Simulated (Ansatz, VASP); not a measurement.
## One calculation of Zn, two programs

File INCAR:

```
SYSTEM = Zn
  PREC = Accurate
  ENCUT = 520
  EDIFF = 1E-6
  ISMEAR = -1
  SIGMA = 0.1
  LREAL = .FALSE.
  LASPH = .TRUE.
  NELM = 100
  ALGO = Normal
  ISIF = 2
  LWAVE = .FALSE.
  LCHARG = .FALSE.
  NBANDS = 25
```

Contents of KPOINTS:

```
Automatic mesh
0
G
  10 10 14
  0 0 0
```

Contents of POSCAR:

```
Zn
1.0
    4.1096195289      0.0000000000      0.0000000000
   -2.0548097644      3.5590349119      0.0000000000
    0.0000000000      0.0000000000      2.5032311014
Zn
3
Direct
    1.0000000000      1.0000000000      0.0000000000
    0.3333333333      0.6666666667      0.5000000000
    0.6666666667      0.3333333333      0.5000000000
```

Input for Ansatz:

```yaml
crystal:
  lattice:
    - [4.1096195289, 0.0, 0.0]
    - [-2.0548097644, 3.5590349119, 0.0]
    - [0.0, 0.0, 2.5032311014]
  atoms:
    - { symbol: Zn, position: [1.0, 1.0, 0.0] }
    - { symbol: Zn, position: [0.3333333333, 0.6666666667, 0.5] }
    - { symbol: Zn, position: [0.6666666667, 0.3333333333, 0.5] }
hamiltonian:
  xc: lda
  pseudopotentials:
    kind: paw
    azcp:
      Zn: "pseudopotentials/Zn.paw.azcp"
basis:
  ecutwfc: 420
  fft_grid_basis: typed
kpoints:
  mp_grid: { grid: [10, 10, 14], shift: [0, 0, 0] }
magnetization:
  spin_polarized: false
scf:
  occupations: { method: fermi_dirac, width: 0.1 }
  lower_state_search: "off"
output:
  stress: true
```

Alike in both runs: task single point; functional LDA; k mesh 10 × 10 × 14; occupations fermi-dirac, width 0.1 eV; no spin polarisation.

```csv
,VASP,Ansatz
version,VASP 6.6.1,Ansatz 0.2.0
potentials or method,"VASP PAW LDA potentials, release 64 (Zn), cutoff 520 eV","plane waves (420 eV) with PAW, scalar-relativistic"
valence electrons in the cell,36,36
```

```tsv
	VASP	Ansatz	Ansatz less VASP
pressure (GPa)	17.6	16.6	-1.02
traceless stress, the component that is largest in VASP (GPa)	0.69	0.73	+0.044
```

Ansatz warns that its potentials were made for another functional, while VASP's fit it. LDA's correlation is that of Perdew and Zunger in VASP and of Perdew and Wang (1992) in Ansatz.
